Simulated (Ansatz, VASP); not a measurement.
## Two plane-wave programs on PtAuC4N4

The input INCAR:

```
SYSTEM = PtAuC4N4
PREC = Accurate
ENCUT = 600
EDIFF = 1E-6
ISMEAR = 0
SIGMA = 0.1
LREAL = .False.
LASPH = .True.
NELM = 60
ALGO = Normal
ISIF = 3
LWAVE = .False.
LCHARG = .False.
GGA = PE
IBRION = 2
NSW = 90
EDIFFG = -0.04
```

Contents of KPOINTS:

```
Automatic mesh
0
Gamma
  4 4 4
  0 0 0
```

The input POSCAR:

```
PtAuC4N4
1.0
    5.8826218900      0.0000000000      0.0000000000
    0.0000000000      5.8826218900      0.0000000000
    0.0000000000      0.0000000000      5.8826218900
Pt C Au N
1 4 1 4
Direct
    0.0000000000      0.0000000000      0.0000000000
    0.1881440800      0.1881440800      0.1881440800
    0.1881440800      0.8118559200      0.8118559200
    0.8118559200      0.1881440800      0.8118559200
    0.8118559200      0.8118559200      0.1881440800
    0.5000000000      0.5000000000      0.5000000000
    0.3029738000      0.3029738000      0.3029738000
    0.3029738000      0.6970262000      0.6970262000
    0.6970262000      0.3029738000      0.6970262000
    0.6970262000      0.6970262000      0.3029738000
```

Input for Ansatz:

```yaml
crystal:
  lattice:
    - [5.88262189, 0.0, 0.0]
    - [0.0, 5.88262189, 0.0]
    - [0.0, 0.0, 5.88262189]
  atoms:
    - { symbol: Pt, position: [0.0, 0.0, 0.0] }
    - { symbol: C, position: [0.18814408, 0.18814408, 0.18814408] }
    - { symbol: C, position: [0.18814408, 0.81185592, 0.81185592] }
    - { symbol: C, position: [0.81185592, 0.18814408, 0.81185592] }
    - { symbol: C, position: [0.81185592, 0.81185592, 0.18814408] }
    - { symbol: Au, position: [0.5, 0.5, 0.5] }
    - { symbol: "N", position: [0.3029738, 0.3029738, 0.3029738] }
    - { symbol: "N", position: [0.3029738, 0.6970262, 0.6970262] }
    - { symbol: "N", position: [0.6970262, 0.3029738, 0.6970262] }
    - { symbol: "N", position: [0.6970262, 0.6970262, 0.3029738] }
basis:
  ecutwfc: 420
kpoints:
  mp_grid: { grid: [4, 4, 4] }
hamiltonian:
  xc: pbe
scf:
  occupations: { method: gaussian, width: 0.1 }
  lower_state_search: "off"
output:
  forces: true
  stress: true
  eigenvalues: true
relax:
  adjacent_minimum: "off"
  f_tol: 0.04
  max_steps: 70
  cell: { stress_tol: 0.4 }
```

Alike in both runs: task relaxation of cell and atoms; functional PBE; k mesh 4 × 4 × 4; occupations gaussian, width 0.1 eV; no spin polarisation.

```csv
,VASP,Ansatz
version,VASP 6.6.1,Ansatz 0.2.0
potentials or method,"VASP PAW PBE potentials, release 64 (Pt, C, Au, N), cutoff 600 eV","scalar-relativistic, plane waves, PAW"
valence electrons in the cell,57,73
```

|  | VASP | Ansatz | Ansatz less VASP |
| --- | --- | --- | --- |
| gap on the k mesh at the Fermi level, each at its own relaxed structure (eV) | none | none | - |
| relaxed volume (Å³/atom) | 22.86 | 22.85 | -0.017 |
| relaxed cell length with the largest relative difference (Å) | 6.115 | 6.113 | -0.0015 |

A gap of «none» marks a metal or a gap that the smearing closes. VASP's potentials hold 57 valence electrons a cell and Ansatz's 73, so a difference there can come from the potentials and not from the codes.

Spin-orbit coupling is off throughout. Noted on VASP's run: the standard files for N, O and F lose accuracy on very short bonds.
